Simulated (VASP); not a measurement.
# SiC (P1) in VASP: further runs, part 2 of 2

VASP 6.6.1. The steps go on from the part before.

## 3. Single point, PBE (atom 1 (Si) moved by (-0.200, +0.200) A along [1 1 0] and z)

The input, INCAR:

```
SYSTEM = SiC
PREC     = Accurate       ! precision mode
ENCUT    = 520            ! plane-wave cutoff, eV
EDIFF    = 1E-6           ! SCF threshold, eV
ISMEAR   = 0              ! smearing method
SIGMA    = 0.05           ! smearing width, eV
LREAL    = .FALSE.        ! projectors in reciprocal space
LASPH    = .TRUE.         ! aspherical terms in the spheres
NELM     = 80             ! most SCF steps
ALGO     = Normal         ! electronic algorithm
ISIF     = 2              ! what is computed and relaxed
LWAVE    = .FALSE.        ! write WAVECAR
LCHARG   = .FALSE.        ! write CHGCAR
GGA      = PE             ! functional
NBANDS   = 16             ! bands
```

The input, KPOINTS:

```
regular mesh
0
G
  6 6 4
  0 0 0
```

The input, POSCAR:

```
SiC
1.0
    3.0759982064      0.0000000000      0.0000000000
   -1.5379991032      2.6638925888      0.0000000000
    0.0000000000      0.0000000000      5.0480000000
Si C
2 2
Direct
    0.2608134554      0.6135784315      0.0396196513
    0.6666666667      0.3333333333      0.5000000000
    0.3333333333      0.6666666667      0.3850000000
    0.6666666667      0.3333333333      0.8850000000
```

Potentials or basis: VASP PAW PBE potentials, release 64 (Si, C).

Run with:

```sh
cat potpaw_PBE.64/Si/POTCAR potpaw_PBE.64/C/POTCAR > POTCAR
mpirun -np 1 vasp_std > vasp.out
```

OUTCAR:

```text
SYSTEM = SiC
   PREC = Accurate
   ENCUT = 520
   EDIFF = 1E-6
   ISMEAR = 0
   LREAL = .FALSE.
   LASPH = .TRUE.
   NELM = 80
   ISIF = 2
   GGA = PE

 ion  position               nearest neighbor table
   1  0.261  0.614  0.040-   3 1.75   4 1.77   4 2.00   4 2.07   2 2.81   2 2.96   2 3.02
   2  0.667  0.333  0.500-   3 1.87   3 1.87   3 1.87   4 1.94   1 2.81   1 2.96   1 3.02
   3  0.333  0.667  0.385-   1 1.75   2 1.87   2 1.87   2 1.87
   4  0.667  0.333  0.885-   1 1.77   2 1.94   1 2.00   1 2.07

  LATTYP: Found a hexagonal cell.
 ALAT       =     3.0759982064
 C/A-ratio  =     1.6410932846

  Lattice vectors:

 A1 = (   3.0759982064,   0.0000000000,   0.0000000000)
 A2 = (  -1.5379991032,   2.6638925888,   0.0000000000)
 A3 = (   0.0000000000,   0.0000000000,   5.0480000000)

Analysis of symmetry for initial positions (statically):
=====================================================================
 Subroutine PRICEL returns:
 Original cell was already a primitive cell.

 Routine SETGRP: Setting up the symmetry group for a
 hexagonal supercell.

 Subroutine GETGRP returns: Found  1 space group operations
 (whereof  1 operations were pure point group operations)
[... 172 lines left out ...]
 fundamental gap:      0.8607921152
 Fermi energy:         9.6082518792

 k-point     1 :       0.0000    0.0000    0.0000
  band No.  band energies     occupation
      1      -7.5655      2.00000
      2      -3.5577      2.00000
      3      -0.6403      2.00000
      4       6.4126      2.00000
      5       6.6010      2.00000
      6       7.6629      2.00000
[... 433 lines left out ...]
      3       1.1871      2.00000
      4       4.6368      2.00000
      5       5.9167      2.00000
      6       6.2463      2.00000
[... 8 lines left out ...]
     15      18.0923      0.00000
     16      18.9943      0.00000

 [... further k-points ...]

------------------------ aborting loop because EDIFF is reached ----------------------------------------

  FORCE on cell =-STRESS in cart. coord.  units (eV):
  Direction    XX          YY          ZZ          XY          YZ          ZX
  --------------------------------------------------------------------------------------
  -------------------------------------------------------------------------------------
  Total        1.9909024      0.7154350      3.1434450      0.9001184      0.8926764      1.3905433
  in kB       77.1149217     27.7114105    121.7571042     34.8648719     34.5766177     53.8608202
  external PRESSURE =      75.5278121 kB  Pullay stress =       0.0000000 kB

 VOLUME and BASIS-vectors are now :
 -----------------------------------------------------------------------------
  energy-cutoff  :      520.00
  volume of cell :       41.36
      direct lattice vectors                 reciprocal lattice vectors
     3.075998206  0.000000000  0.000000000     0.325097719  0.187695255  0.000000000
    -1.537999103  2.663892589  0.000000000     0.000000000  0.375390511  0.000000000
     0.000000000  0.000000000  5.048000000     0.000000000  0.000000000  0.198098257

 POSITION                                       TOTAL-FORCE (eV/Angst)
 -----------------------------------------------------------------------------------
     -0.14142      1.63451      0.20000         2.914411      2.093822     -4.835399
      1.53800      0.88796      2.52400        -0.140639     -0.112492      2.630682
     -0.00000      1.77593      1.94348        -0.188799     -0.184282      1.722840
      1.53800      0.88796      4.46748        -2.584974     -1.797048      0.481876
 -----------------------------------------------------------------------------------
    total drift:                                0.000767      0.000555      0.000084

  FREE ENERGIE OF THE ION-ELECTRON SYSTEM (eV)
  ---------------------------------------------------
  free  energy   TOTEN  =       -29.2921417310 eV

  energy  without entropy=      -29.2921417310  energy(sigma->0) =      -29.29214173
```

stdout:

```text
POSCAR found type information on POSCAR SiC
 POSCAR found :  2 types and       4 ions
 scaLAPACK will be used
 LDA part: xc-table for (Slater+PW92), standard interpolation
 POSCAR, INCAR and KPOINTS ok, starting setup
 FFT: planning ... GRIDC
 FFT: planning ... GRID_SOFT
 FFT: planning ... GRID
 WAVECAR not read
 entering main loop
```

It took 35 s on 1 thread of AMD EPYC 7R43 (Zen 3), shared host; peak memory 0.14 GiB.

What came out:

* Free energy: -29.2921 eV
* Pressure: 7.6 GPa
* Largest force: 6.022 eV/Å
* Band gap on the k mesh: 0.86 eV, indirect (least direct gap 3.10 eV)

Forces on the atoms (eV/Å):
```
Si   2.914  2.094 -4.835
Si  -0.141 -0.112  2.631
C   -0.189 -0.184  1.723
C   -2.585 -1.797  0.482
```

Caveat: the cell differs from its parent crystal (atom 1 (Si) moved by (-0.200, +0.200) A along [1 1 0] and z); forces of over 1 eV/Å act on the atoms, so gaps and moduli don't describe the material at rest.

## 4. Single point, PBE (atom 1 (Si) moved by (+0.200, -0.200) A along [1 1 0] and z)

The input, INCAR:

```
SYSTEM = SiC
  PREC = Accurate
  ENCUT = 520
  EDIFF = 1E-6
  ISMEAR = 0
  SIGMA = 0.05
  LREAL = .FALSE.
  LASPH = .TRUE.
  NELM = 100
  ALGO = Normal
  ISIF = 2
  LWAVE = .FALSE.
  LCHARG = .FALSE.
  GGA = PE
  NBANDS = 16
```

KPOINTS is that of step 3.

POSCAR, as its differences from that of step 3:

```diff
@@ -8,3 +8,3 @@
 Direct
-    0.2608134554      0.6135784315      0.0396196513
+    0.4058532112      0.7197549018     -0.0396196513
     0.6666666667      0.3333333333      0.5000000000
```

Run with:

```sh
cat potpaw_PBE.64/Si/POTCAR potpaw_PBE.64/C/POTCAR > POTCAR
mpirun -np 1 vasp_std > vasp.out
```

Run time: 34 s. Hardware: 1 thread of AMD EPYC 7R43 (Zen 3), shared host; peak memory 0.14 GiB.

It converged, with:

```yaml
Free_energy: -29.0472 eV
Pressure: 9.4 GPa
Largest_force: 6.507 eV/Å
Band_gap_on_the_k_mesh: 1.63 eV, indirect (least direct gap 3.69 eV)
```

Forces in eV/Å, atoms in the order of the input:
```
Si  -2.430 -4.112  4.419
Si   0.067  0.071 -0.957
C    0.264  0.251 -1.009
C    2.100  3.790 -2.453
```

Stress tensor (GPa, compression positive):
```
 5.67 -7.06 -0.75
-7.06 23.65 -3.01
-0.75 -3.01 -1.19
```

Levels at points of the mesh, in eV from the valence-band top:
| k point | band 6 | band 7 | band 8 | band 9 | band 10 | band 11 |
| --- | --- | --- | --- | --- | --- | --- |
| (0.00, 0.00, 0.00) | -0.83 | -0.64 | 0.00 | 3.69 | 5.40 | 5.48 |
| (0.50, 0.00, 0.00) | -4.93 | -3.05 | -2.21 | 1.63 | 3.76 | 6.11 |
| (0.00, 0.50, 0.00) | -4.14 | -3.68 | -1.94 | 1.93 | 3.89 | 6.13 |
| (0.50, 0.50, 0.00) | -4.21 | -3.49 | -1.99 | 1.73 | 3.77 | 6.01 |
| (0.00, 0.00, 0.50) | -1.57 | -1.01 | -0.96 | 4.46 | 5.32 | 5.70 |
| (0.50, 0.00, 0.50) | -3.10 | -2.74 | -2.15 | 2.39 | 2.78 | 4.21 |
| (0.00, 0.50, 0.50) | -2.98 | -2.69 | -2.02 | 2.12 | 2.57 | 4.10 |
| (0.50, 0.50, 0.50) | -3.03 | -2.69 | -2.04 | 2.16 | 2.56 | 4.07 |

Caveat: the cell differs from its parent crystal (atom 1 (Si) moved by (+0.200, -0.200) A along [1 1 0] and z); forces of over 1 eV/Å act on the atoms, so gaps and moduli don't describe the material at rest.

## 5. Single point, PBE (atom 1 (Si) moved by (+0.200, +0.200) A along [1 1 0] and z)

The input, INCAR:

```
SYSTEM = SiC
ALGO     = Normal         ! electronic algorithm
EDIFF    = 1E-6           ! SCF threshold, eV
ENCUT    = 520            ! plane-wave cutoff, eV
GGA      = PE             ! functional
ISIF     = 2              ! what is computed and relaxed
ISMEAR   = 0              ! smearing method
LASPH    = .TRUE.         ! aspherical terms in the spheres
LCHARG   = .FALSE.        ! write CHGCAR
LREAL    = .FALSE.        ! projectors in reciprocal space
LWAVE    = .FALSE.        ! write WAVECAR
NBANDS   = 16             ! bands
NELM     = 80             ! most SCF steps
PREC     = Accurate       ! precision mode
SIGMA    = 0.05           ! smearing width, eV
```

The input, KPOINTS:

```
k-points
0
G
  6 6 4
  0 0 0
```

POSCAR, as its differences from that of step 4:

```diff
@@ -8,3 +8,3 @@
 Direct
-    0.4058532112      0.7197549018     -0.0396196513
+    0.4058532112      0.7197549018      0.0396196513
     0.6666666667      0.3333333333      0.5000000000
```

Run with:

```sh
cat potpaw_PBE.64/Si/POTCAR potpaw_PBE.64/C/POTCAR > POTCAR
mpirun -np 1 vasp_std > vasp.out
```

Run time: 40 s. Hardware: 1 thread of AMD EPYC 7R43 (Zen 3), shared host; peak memory 0.14 GiB.

Results (log left out):

| Quantity | Value |
| --- | --- |
| Free energy | -29.3690 eV |
| Pressure | 6.9 GPa |
| Largest force | 5.574 eV/Å |
| Band gap on the k mesh | 0.78 eV, indirect (least direct gap 2.99 eV) |

Forces in eV/Å, atoms in the order of the input:
```
Si  -1.274 -2.084 -5.010
Si   0.084  0.112  2.618
C    0.181  0.185  1.718
C    1.010  1.787  0.674
```

Stress tensor (GPa, compression positive):
```
 2.29 -1.28 -1.52
-1.28  6.88 -3.42
-1.52 -3.42 11.61
```

Levels at points of the mesh, in eV from the valence-band top:
```tsv
k point	band 6	band 7	band 8	band 9	band 10	band 11
(0.00, 0.00, 0.00)	-1.69	-1.23	0.00	3.20	4.96	5.19
(0.50, 0.00, 0.00)	-4.91	-4.47	-2.32	1.28	2.71	5.41
(0.00, 0.50, 0.00)	-4.84	-4.76	-1.63	1.41	2.86	5.64
(0.50, 0.50, 0.00)	-4.78	-4.74	-1.71	1.28	2.77	5.52
(0.00, 0.00, 0.50)	-2.75	-1.61	-0.20	3.79	5.24	5.33
(0.50, 0.00, 0.50)	-4.06	-3.32	-3.07	1.72	2.12	3.85
(0.00, 0.50, 0.50)	-4.00	-3.33	-2.30	1.55	1.83	4.09
(0.50, 0.50, 0.50)	-4.08	-3.34	-2.32	1.59	1.87	4.01
```

Caveat: the cell differs from its parent crystal (atom 1 (Si) moved by (+0.200, +0.200) A along [1 1 0] and z); forces of over 1 eV/Å act on the atoms, so gaps and moduli don't describe the material at rest. A k mesh can miss the band edges.
